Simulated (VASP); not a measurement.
**Ti2W3: single point with PBE**

Crystal: Ti2W3.

```xyz
5
Lattice="0.0000 2.2497 11.2487 1.5908 0.0000 11.2487 1.5908 2.2497 0.0000" Properties=species:S:1:pos:R:3 pbc="T T T"
Ti    1.5908    2.2497    4.4995
Ti    1.5908    2.2497   17.9979
W     0.0000    0.0000    0.0000
W     1.5908    2.2497   13.4984
W     1.5908    2.2497    8.9990
```

```json
{
  "Program": "VASP 6.6.1",
  "Task": "single point",
  "Functional": "PBE",
  "Potentials or basis": "VASP PAW PBE potentials, release 64 (Ti_sv, W_sv)",
  "Cutoff": "520 eV",
  "k mesh": "6 × 6 × 6",
  "Occupations": "gaussian, width 0.1 eV",
  "Spin": "no spin polarisation",
  "Dipole correction": "no",
  "Further INCAR settings": "ALGO = Fast; EDIFF = 1e-06; NBANDS = 41"
}
```

| Quantity | Value |
| --- | --- |
| Pressure | 2.9 GPa |
| Largest force | 0.562 eV/Å |
| Band gap on the k mesh | zero (bands 33 and 34 overlap by 2.09 eV) |

Forces on the atoms (eV/Å):
```
Ti   0.000  0.000 -0.562
Ti   0.000  0.000  0.562
W    0.000  0.000  0.000
W    0.000  0.000 -0.166
W    0.000  0.000  0.166
```

Stress tensor (GPa, compression positive):
```
3.94 0.00 0.00
0.00 2.41 0.00
0.00 0.00 2.22
```

Levels at points of the mesh, in eV from the Fermi level:
```
           k point  band 29  band 30  band 31  band 32  band 33  band 34  band 35  band 36  band 37  band 38
(0.00, 0.00, 0.00)    -0.90    -0.52    -0.20     0.02     0.25     0.59     0.76     0.78     1.53     1.81
(0.50, 0.00, 0.00)    -1.28    -0.93    -0.32    -0.32     0.42     0.53     1.29     2.39     2.57     2.64
(0.50, 0.50, 0.00)    -0.93    -0.89    -0.12    -0.02     0.06     0.76     0.78     0.94     1.30     2.27
(0.50, 0.00, 0.50)    -1.35    -1.23    -0.53     0.23     1.18     1.20     1.29     2.88     3.46     3.48
(0.00, 0.50, 0.50)    -2.05    -0.95     0.06     0.30     1.55     1.59     1.62     1.64     2.21     2.51
```

It took 8.7 min on 1 thread of Intel(R) Xeon(R) 6975P-C (Granite Rapids) (shared host), peak memory 0.45 GiB.

Caveat: the k points lie up to 0.41 Å⁻¹ apart, too coarse for converged energies and pressures of a metal; spin-orbit coupling is left out, which moves the levels of the heavy elements.
